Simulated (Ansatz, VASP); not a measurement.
## Two plane-wave programs on InP

POSCAR

```
InP
1.0
    0.0000000000      2.9305000000      2.9305000000
    2.9305000000      0.0000000000      2.9305000000
    2.9305000000      2.9305000000      0.0000000000
In P
1 1
Direct
    0.0000000000      0.0000000000      0.0000000000
    0.2500000000      0.2500000000      0.2500000000
```

Contents of INCAR.step1:

```
PREC = Accurate
ENCUT = 520
ISMEAR = 1
SIGMA = 0.02
LREAL = F
LASPH = T
NELM = 60
NBANDS = 16
GGA = PE
ALGO = Normal
EDIFF = 1E-4
LWAVE = T
LCHARG = F
```

Contents of INCAR.step2:

```
PREC = Accurate
ENCUT = 520
EDIFF = 1E-7
ISMEAR = 1
SIGMA = 0.02
LREAL = F
LASPH = T
NELM = 60
ALGO = Normal
ISIF = 2
LWAVE = F
LCHARG = F
METAGGA = R2SCAN
LMIXTAU = T
NBANDS = 16
ISTART = 1
```

Contents of KPOINTS:

```
Automatic mesh
0
Gamma
  6 6 6
```

Input for Ansatz:

```yaml
crystal:
  lattice:
    - [0.0, 2.9305, 2.9305]
    - [2.9305, 0.0, 2.9305]
    - [2.9305, 2.9305, 0.0]
  atoms:
    - { symbol: In, position: [0.0, 0.0, 0.0] }
    - { symbol: P, position: [0.25, 0.25, 0.25] }
basis:
  ecutwfc: 700.0
kpoints:
  mp_grid:
    grid: [6, 6, 6]
hamiltonian:
  xc: r2scan
scf:
  occupations:
    method: methfessel_paxton
    width: 0.02
output:
  forces: true
  stress: true
```

Alike in both runs: task single point; functional r2SCAN; k mesh 6 × 6 × 6; occupations methfessel-paxton of order 1, width 0.02 eV; no spin polarisation.

|  | VASP | Ansatz |
| --- | --- | --- |
| version | VASP 6.6.1 | Ansatz 0.2.0 |
| potentials or method | VASP PAW PBE potentials, release 64 (In_d, P), cutoff 520 eV | plane waves, PAW |
| valence electrons in the cell | 18 | 18 |

Ansatz gave:

```
pressure (GPa) : 1.7
```

Q: Estimate VASP's values.

A: Pressure (GPa): 1.6.

VASP's potentials were made for PBE, not for r2SCAN.
